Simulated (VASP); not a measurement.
# SnO (P4/nmm) in VASP: a series of runs, part 2 of 3

VASP 6.6.1. The steps go on from the part before.

## 3. Relaxation of cell and atoms, PBE, target pressure 5 GPa, at which the enthalpy is minimised

Contents of INCAR:

```
SYSTEM = SnO
PREC = Accurate ; ENCUT = 600
EDIFF = 1E-6 ; ISMEAR = -1
SIGMA = 0.05 ; LREAL = .FALSE.
LASPH = .TRUE. ; NELM = 100
ALGO = Normal ; ISIF = 3
LWAVE = .FALSE. ; LCHARG = .FALSE.
GGA = PE ; IBRION = 2
NSW = 60 ; EDIFFG = -0.01
PSTRESS = 50.0
```

Contents of KPOINTS:

```
Automatic mesh
0
G
  7 7 6
  0 0 0
```

Contents of POSCAR:

```
SnO
1.0
    3.8136952200      0.0000000000      0.0000000000
    0.0000000000      3.8136952200      0.0000000000
    0.0000000000      0.0000000000      4.8869133000
Sn O
2 2
Direct
    0.5000000000      0.0000000000      0.7646261400
    0.0000000000      0.5000000000      0.2353738600
    0.0000000000      0.0000000000      0.0000000000
    0.5000000000      0.5000000000      0.0000000000
```

Potentials or basis: VASP PAW PBE potentials, release 64 (Sn_d, O).

Command:

```
$ cat potpaw_PBE.64/Sn_d/POTCAR potpaw_PBE.64/O/POTCAR > POTCAR
$ mpirun -np 1 vasp_std > vasp.out
```

OUTCAR:

```text
SYSTEM = SnO
   PREC = Accurate
   ENCUT = 600
   EDIFF = 1E-6
   ISMEAR = -1
   LREAL = .FALSE.
   LASPH = .TRUE.
   NELM = 100
   ISIF = 3
   GGA = PE
   IBRION = 2
   NSW = 60
   EDIFFG = -0.01
   PSTRESS = 50.0

 ion  position               nearest neighbor table
   1  0.500  0.000  0.765-   3 2.23   4 2.23   4 2.23   3 2.23   2 3.54   2 3.54   2 3.54   2 3.54
                             2 3.74   2 3.74   2 3.74   2 3.74
   2  0.000  0.500  0.235-   3 2.23   4 2.23   3 2.23   4 2.23   1 3.54   1 3.54   1 3.54   1 3.54
                             1 3.74   1 3.74   1 3.74   1 3.74
   3  0.000  0.000  0.000-   1 2.23   2 2.23   2 2.23   1 2.23
   4  0.500  0.500  0.000-   1 2.23   2 2.23   1 2.23   2 2.23

  LATTYP: Found a simple tetragonal cell.
 ALAT       =     3.8136952200
 C/A-ratio  =     1.2814116016

  Lattice vectors:

 A1 = (   3.8136952200,   0.0000000000,   0.0000000000)
 A2 = (   0.0000000000,   3.8136952200,   0.0000000000)
 A3 = (   0.0000000000,   0.0000000000,   4.8869133000)

Analysis of symmetry for initial positions (statically):
=====================================================================
 Subroutine PRICEL returns:
 Original cell was already a primitive cell.

 Routine SETGRP: Setting up the symmetry group for a
 simple tetragonal supercell.
[... 183 lines left out ...]
  external PRESSURE =     -12.3371929 kB  Pullay stress =      50.0000000 kB
[... 103 lines left out ...]
  energy  without entropy=      -22.5922586808  energy(sigma->0) =      -22.59341037

  enthalpy is  TOTEN    =       -20.5293440803 eV   P V=        2.0652179870

[... ionic steps 4 to 10 ...]

--------------------------------------- Ionic step       11  -------------------------------------------

 number of electron      40.0000025 magnetization

------------------------ aborting loop because EDIFF is reached ----------------------------------------
[... 75 lines left out ...]
--------------------------------------- Ionic step       13  -------------------------------------------

 number of electron      40.0000025 magnetization

 Free energy of the ion-electron system (eV)
  ---------------------------------------------------
  ext. energy  EPLUGINS =         0.00000000
  ---------------------------------------------------
  free energy    TOTEN  =       -22.60052566 eV

  energy without entropy =      -22.59750757  energy(sigma->0) =      -22.59901661

 E-fermi :   7.8984     XC(G=0): -10.6554

 val. band max:        7.8827951288   @ k =   0.1429   0.0000   0.0000
 cond. band min:       7.9320203432   @ k =   0.0000   0.0000   0.0000
 fundamental gap:      0.0492252144
 Fermi energy:         7.8984155095

 k-point     1 :       0.0000    0.0000    0.0000
  band No.  band energies     occupation
      1     -14.1561      2.00000
      2     -13.7413      2.00000
      3     -13.7413      2.00000
      4     -13.7142      2.00000
      5     -13.6924      2.00000
      6     -13.6907      2.00000
[... 637 lines left out ...]
     23      12.5206      0.00000
     24      13.7896      0.00000

 [... further k-points ...]

------------------------ aborting loop because EDIFF is reached ----------------------------------------

  FORCE on cell =-STRESS in cart. coord.  units (eV):
  Direction    XX          YY          ZZ          XY          YZ          ZX
  --------------------------------------------------------------------------------------
  -------------------------------------------------------------------------------------
  Total        2.0282216      2.0282216      2.0858099      0.0000000      0.0000000      0.0000000
  in kB       49.5101447     49.5101447     50.9159113      0.0000000      0.0000000      0.0000000
  external PRESSURE =      -0.0212665 kB  Pullay stress =      50.0000000 kB
[... 23 lines left out ...]
  energy  without entropy=      -22.5975075710  energy(sigma->0) =      -22.59901661

  enthalpy is  TOTEN    =       -20.5522367607 eV   P V=        2.0482888958

 reached required accuracy - stopping structural energy minimisation
```

CONTCAR:

```text
SnO
   1.00000000000000
     3.7993173108142098    0.0000000000000000    0.0000000000000000
     0.0000000000000000    3.7993173108142098   -0.0000000000000000
     0.0000000000000000    0.0000000000000000    4.5469549970448035
  Sn              O
     2     2
Direct
     0.5000000000000000    0.0000000000000000    0.7441742475975862
     0.0000000000000000    0.5000000000000000    0.2558257524024140
     0.0000000000000000    0.0000000000000000    0.0000000000000000
     0.5000000000000000    0.5000000000000000    0.0000000000000000

  0.00000000E+00  0.00000000E+00  0.00000000E+00
  0.00000000E+00  0.00000000E+00  0.00000000E+00
  0.00000000E+00  0.00000000E+00  0.00000000E+00
  0.00000000E+00  0.00000000E+00  0.00000000E+00
```

Run time: 7.8 min. Hardware: 1 thread of Intel Xeon Platinum 8259CL at 2.50GHz (Skylake/Cascade Lake), shared host; peak memory 0.23 GiB.

Results:

* Free energy: -22.6005 eV
* Relaxed volume: 16.41 Å³/atom
* Relaxed cell: a = 3.799 Å, b = 3.799 Å, c = 4.547 Å, α = 90.00°, β = 90.00°, γ = 90.00°
* Space group after relaxing (to 0.1 Å): P4/nmm (No. 129)
* Energy change on relaxing (the run minimises the enthalpy): +22.4 meV/atom
* Ionic steps: 13
* Pressure after relaxing: 5.0 GPa
* Largest force after relaxing: 0.004 eV/Å
* Band gap on the k mesh: zero (bands 20 and 21 overlap by 0.15 eV)

Forces on the atoms (eV/Å):
```
Sn   0.000  0.000 -0.004
Sn   0.000  0.000  0.004
O    0.000  0.000  0.000
O    0.000  0.000  0.000
```

Step by step:
```tsv
step	energy change (eV)	largest force (eV/Å)	pressure (GPa)	volume (Å³)
1	0.0000	0.4547	3.77	71.08
2	0.0161	0.3376	4.31	69.68
3	0.0955	0.0559	5.98	66.18
4	0.0819	0.2681	4.26	66.14
5	0.0819	0.2923	4.09	66.14
6	0.1107	0.0895	5.79	65.01
7	0.0983	0.0250	5.25	65.36
8	0.0988	0.0192	5.27	65.35
9	0.0909	0.0351	4.87	65.60
10	0.0929	0.0319	4.99	65.53
11	0.0921	0.0002	5.07	65.55
12	0.0921	0.0054	5.11	65.55
13	0.0895	0.0039	5.00	65.63
```

Final structure:
```yaml
crystal:
  lattice:
    - [3.79932, 0.00000, 0.00000]
    - [0.00000, 3.79932, 0.00000]
    - [0.00000, 0.00000, 4.54695]
  atoms:
    - { symbol: Sn, position: [0.50000, 0.00000, 0.74417] }
    - { symbol: Sn, position: [0.00000, 0.50000, 0.25583] }
    - { symbol: O, position: [0.00000, 0.00000, 0.00000] }
    - { symbol: O, position: [0.50000, 0.50000, 0.00000] }
```

Caveat: the cell is relaxed towards a set pressure, so the run minimises the enthalpy, not the energy; semilocal functionals underestimate gaps, so a narrow gap can read as zero; spin-orbit coupling is left out, which moves the levels of the heavy elements.

## 4. Relaxation of cell and atoms, PBE, target pressure 10 GPa, at which the enthalpy is minimised

Contents of INCAR:

```
ALGO = Normal ; EDIFF = 1E-6
EDIFFG = -0.01 ; ENCUT = 600
GGA = PE ; IBRION = 2
ISIF = 3 ; ISMEAR = -1
LASPH = True ; LCHARG = False
LREAL = False ; LWAVE = False
NELM = 60 ; NSW = 60
PREC = Accurate ; PSTRESS = 100.0
SIGMA = 0.05
```

Contents of KPOINTS:

```
k-points
0
Gamma
  7 7 6
```

POSCAR is that of step 3.

Command:

```
$ cat potpaw_PBE.64/Sn_d/POTCAR potpaw_PBE.64/O/POTCAR > POTCAR
$ mpirun -np 1 vasp_std > vasp.out
```

Wall time 10 min (1 thread of Intel Xeon Platinum 8259CL at 2.50GHz (Skylake/Cascade Lake), shared host); peak memory 0.23 GiB.

The run converged. Its results:

```yaml
Free_energy: -22.4023 eV
Relaxed_volume: 15.33 Å³/atom
Relaxed_cell: a = 3.746 Å, b = 3.746 Å, c = 4.368 Å, α = 90.00°, β = 90.00°, γ = 90.00°
Space_group_after_relaxing_to_0.1_Å: P4/nmm (No. 129)
Energy_change_on_relaxing_the_run_minimises_the_enthalpy: +71.9 meV/atom
Ionic_steps: 16
Pressure_after_relaxing: 10.0 GPa
Band_gap_on_the_k_mesh: zero (bands 20 and 21 overlap by 0.55 eV)
```

Step by step:
```csv
step,energy change (eV),largest force (eV/Å),pressure (GPa),volume (Å³)
1,0.0000,0.4547,3.77,71.08
2,0.3236,1.6835,14.36,64.20
3,0.2156,1.3641,11.55,65.75
4,0.2428,0.6251,11.20,63.30
5,0.3384,0.0436,11.08,61.13
6,0.2713,0.1563,9.22,61.77
7,0.2425,0.2389,8.22,62.16
8,0.3165,0.3012,11.49,60.93
9,0.2776,0.0585,10.01,61.48
10,0.2784,0.0672,10.09,61.47
11,0.2807,0.0356,9.96,61.42
12,0.2821,0.0195,9.92,61.40
13,0.2871,0.0117,10.02,61.32
14,0.2884,0.0106,10.07,61.30
15,0.2867,0.0211,9.88,61.33
16,0.2877,0.0000,10.01,61.31
```

Final structure:
```cif
data_structure
_symmetry_space_group_name_H-M 'P 1'
_symmetry_Int_Tables_number 1
_cell_length_a 3.7464
_cell_length_b 3.7464
_cell_length_c 4.3682
_cell_angle_alpha 90.000
_cell_angle_beta 90.000
_cell_angle_gamma 90.000
_cell_volume 61.31
loop_
_atom_site_label
_atom_site_type_symbol
_atom_site_fract_x
_atom_site_fract_y
_atom_site_fract_z
_atom_site_occupancy
Sn1 Sn 0.50000 0.00000 0.73313 1
Sn2 Sn 0.00000 0.50000 0.26687 1
O1 O 0.00000 0.00000 0.00000 1
O2 O 0.50000 0.50000 0.00000 1
```

Levels at points of the mesh, in eV from the Fermi level:
```tsv
k point	band 17	band 18	band 19	band 20	band 21	band 22	band 23	band 24
(0.00, 0.00, 0.00)	-3.67	-3.28	-3.28	0.07	2.84	4.08	4.08	5.91
(0.00, 0.00, 0.50)	-3.30	-3.30	-2.26	-2.10	1.90	2.10	2.10	3.24
```

Caveat: the cell is relaxed towards a set pressure, so the run minimises the enthalpy, not the energy; semilocal functionals underestimate gaps, so a narrow gap can read as zero; spin-orbit coupling is left out, which moves the levels of the heavy elements.

## 5. Single point, PBE

This run uses another cell than the first one, of 18.91 Å³/atom.

Contents of INCAR:

```
SYSTEM = SnO
PREC = Accurate
ENCUT = 520
EDIFF = 1E-7
ISMEAR = -1
SIGMA = 0.05
LREAL = .FALSE.
LASPH = .TRUE.
NELM = 60
ALGO = Normal
ISIF = 2
LWAVE = .FALSE.
LCHARG = .FALSE.
GGA = PE
NBANDS = 28
```

Contents of KPOINTS:

```
Automatic mesh
0
G
  7 7 6
  0 0 0
```

Contents of POSCAR:

```
SnO
1.0
    3.8691391662      0.0000000000      0.0000000000
    0.0000000000      3.8691391662      0.0000000000
    0.0000000000      0.0000000000      5.0537338901
Sn O
2 2
Direct
    0.5000000000      0.0000000000      0.7709131305
    0.0000000000      0.5000000000      0.2290868695
    0.0000000000      0.0000000000      0.0000000000
    0.5000000000      0.5000000000      0.0000000000
```

Potentials or basis: VASP PAW PBE potentials, release 64 (Sn_d, O).

Command:

```
$ cat potpaw_PBE.64/Sn_d/POTCAR potpaw_PBE.64/O/POTCAR > POTCAR
$ mpirun -np 1 vasp_std > vasp.out
```

OUTCAR:

```text
SYSTEM = SnO
   PREC = Accurate
   ENCUT = 520
   EDIFF = 1E-7
   ISMEAR = -1
   LREAL = .FALSE.
   LASPH = .TRUE.
   NELM = 60
   ISIF = 2
   GGA = PE

 ion  position               nearest neighbor table
   1  0.500  0.000  0.771-   3 2.25   4 2.25   4 2.25   3 2.25   2 3.58   2 3.58   2 3.58   2 3.58

   2  0.000  0.500  0.229-   3 2.25   4 2.25   3 2.25   4 2.25   1 3.58   1 3.58   1 3.58   1 3.58

   3  0.000  0.000  0.000-   1 2.25   2 2.25   2 2.25   1 2.25
   4  0.500  0.500  0.000-   1 2.25   2 2.25   1 2.25   2 2.25

  LATTYP: Found a simple tetragonal cell.
[... 946 lines left out ...]
  --------------------------------------------------------------------------------------
  -------------------------------------------------------------------------------------
  Total        0.0929006      0.0929006      0.1584005      0.0000000      0.0000000      0.0000000
  in kB        1.9673794      1.9673794      3.3544875      0.0000000      0.0000000      0.0000000
  external PRESSURE =       2.4297488 kB  Pullay stress =       0.0000000 kB

 VOLUME and BASIS-vectors are now :
 -----------------------------------------------------------------------------
  energy-cutoff  :      520.00
  volume of cell :       75.66
      direct lattice vectors                 reciprocal lattice vectors
     3.869139166  0.000000000  0.000000000     0.258455423  0.000000000  0.000000000
     0.000000000  3.869139166  0.000000000     0.000000000  0.258455423  0.000000000
     0.000000000  0.000000000  5.053733890     0.000000000  0.000000000  0.197873497

 POSITION                                       TOTAL-FORCE (eV/Angst)
 -----------------------------------------------------------------------------------
      1.93457      0.00000      3.89599        -0.000000      0.000000     -0.088741
      0.00000      1.93457      1.15774         0.000000      0.000000      0.088741
      0.00000      0.00000      0.00000        -0.000000      0.000000      0.000000
      1.93457      1.93457      0.00000         0.000000     -0.000000      0.000000
 -----------------------------------------------------------------------------------
    total drift:                                0.000000      0.000000      0.000000

  FREE ENERGIE OF THE ION-ELECTRON SYSTEM (eV)
  ---------------------------------------------------
  free  energy   TOTEN  =       -22.7258329751 eV

  energy  without entropy=      -22.7258143749  energy(sigma->0) =      -22.72582367
```

OSZICAR:

```text
N       E                     dE             d eps       ncg     rms          rms(c)
DAV:   1     0.421208266390E+03    0.42121E+03   -0.19971E+04  2320   0.212E+03
DAV:   2     0.372278803260E+02   -0.38398E+03   -0.36758E+03  2360   0.540E+02
DAV:   3    -0.235296753697E+02   -0.60758E+02   -0.59603E+02  2540   0.180E+02
DAV:   4    -0.264666944447E+02   -0.29370E+01   -0.29214E+01  2528   0.427E+01
DAV:   5    -0.265398493572E+02   -0.73155E-01   -0.73144E-01  2432   0.728E+00    0.117E+01
DAV:   6    -0.227799040748E+02    0.37599E+01   -0.18141E+01  3608   0.456E+01    0.511E+00
DAV:   7    -0.227465859386E+02    0.33318E-01   -0.22474E+00  2676   0.878E+00    0.251E+00
DAV:   8    -0.227323615283E+02    0.14224E-01   -0.31066E-01  2728   0.365E+00    0.815E-01
DAV:   9    -0.227247202861E+02    0.76412E-02   -0.51022E-02  3568   0.215E+00    0.250E-01
DAV:  10    -0.227262929258E+02   -0.15726E-02   -0.85688E-03  3012   0.808E-01    0.164E-01
DAV:  11    -0.227257994712E+02    0.49345E-03   -0.28286E-03  3396   0.459E-01    0.248E-02
DAV:  12    -0.227258364802E+02   -0.37009E-04   -0.31383E-04  2332   0.106E-01    0.330E-02
DAV:  13    -0.227258329004E+02    0.35798E-05   -0.40664E-05  2868   0.540E-02    0.272E-03
DAV:  14    -0.227258329117E+02   -0.11252E-07   -0.34854E-06  2464   0.118E-02    0.381E-03
DAV:  15    -0.227258329751E+02   -0.63395E-07   -0.11727E-07  1740   0.278E-03
   1 F= -.22725833E+02 E0= -.22725824E+02  d E =-.186002E-04
```

stdout:

```text
POSCAR found type information on POSCAR SnO
 POSCAR found :  2 types and       4 ions
 scaLAPACK will be used
 LDA part: xc-table for (Slater+PW92), standard interpolation
 POSCAR, INCAR and KPOINTS ok, starting setup
 FFT: planning ... GRIDC
 FFT: planning ... GRID_SOFT
 FFT: planning ... GRID
 WAVECAR not read
 entering main loop
```

Wall time 41 s (1 thread of Intel Xeon 6975P-C (Granite Rapids), shared host); peak memory 0.22 GiB.

What came out:

* Free energy: -22.7258 eV
* Pressure: 0.2 GPa
* Largest force: 0.089 eV/Å
* Band gap on the k mesh: 0.72 eV (least direct gap 1.91 eV)

Forces on the atoms (eV/Å):
```
Sn   0.000  0.000 -0.089
Sn   0.000  0.000  0.089
O    0.000  0.000  0.000
O    0.000  0.000  0.000
```

Stress tensor (GPa, compression positive):
```
0.20 0.00 0.00
0.00 0.20 0.00
0.00 0.00 0.34
```

Caveat: spin-orbit coupling is left out, which moves the levels of the heavy elements; an odd mesh through Γ misses points on the zone boundary, where band edges can lie.

(Part 2 of 3 ends here.)
